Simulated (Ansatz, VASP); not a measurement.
## W in VASP and in Ansatz

```xyz
1
Lattice="0.0000 2.0833 2.0833 2.0300 0.0533 2.0300 2.0300 2.0300 0.0533" Properties=species:S:1:pos:R:3 pbc="T T T"
W     0.0000    0.0000    0.0000
```

Change from the starting cell: strain +0.0525 x Voigt [0, 0, 0, 1, 0, 0], atoms carried along.

Alike in both runs: task single point; functional r2SCAN; k mesh 20 × 20 × 20; occupations gaussian, width 0.15 eV; no spin polarisation.

|  | VASP | Ansatz |
| --- | --- | --- |
| version | VASP 6.6.1 | Ansatz 0.2.0 |
| potentials or method | VASP PAW PBE potentials, release 64 (W_sv), cutoff 520 eV | scalar-relativistic, plane waves, PAW |
| valence electrons in the cell | 14 | 14 |

```tsv
	VASP	Ansatz	Ansatz less VASP
gap on the k mesh at the Fermi level (eV)	none	none	-
pressure (GPa)	-7.2	-8.2	-0.98
traceless stress, the component that is largest in VASP (GPa)	6.33	6.26	-0.073
```

VASP's potentials were made for PBE, not for r2SCAN. A gap of «none» marks a metal or a gap that the smearing closes.

Spin-orbit coupling is off throughout.
